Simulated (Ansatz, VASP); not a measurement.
## GaSb in VASP and in Ansatz

```
CELL_PARAMETERS angstrom
0.00000 3.05900 3.05900
3.05900 0.00000 3.05900
3.05900 3.05900 0.00000
ATOMIC_POSITIONS crystal
Sb 0.25000 0.25000 0.25000
Ga 0.00000 0.00000 0.00000
```

Alike in both runs: functional PBE0; dispersion D4; k mesh 4 × 4 × 4; occupations gaussian, width 0.02 eV; no spin polarisation.

|  | VASP | Ansatz |
| --- | --- | --- |
| version | VASP 6.6.1 | Ansatz 0.2.0 |
| potentials or method | VASP PAW PBE potentials, release 64 (Sb_d_GW, Ga_d) | Ansatz PAW |
| plane-wave cutoff (eV) | 400 | 420 |
| valence electrons in the cell | 28 | 28 |
| task | single point | projected density of states |

Ansatz gave:

| Property | Result |
| --- | --- |
| gap on the k mesh at the Fermi level (eV) | 1.52 |
| least direct gap on the mesh (eV) | 1.52 |

Problem. What did VASP give for the same quantities?

Solution. gap on the k mesh at the Fermi level (eV): 1.56; least direct gap on the mesh (eV): 1.56.

The k mesh is coarse, so the values compare programs but aren't converged. Neither program's run includes spin-orbit coupling.
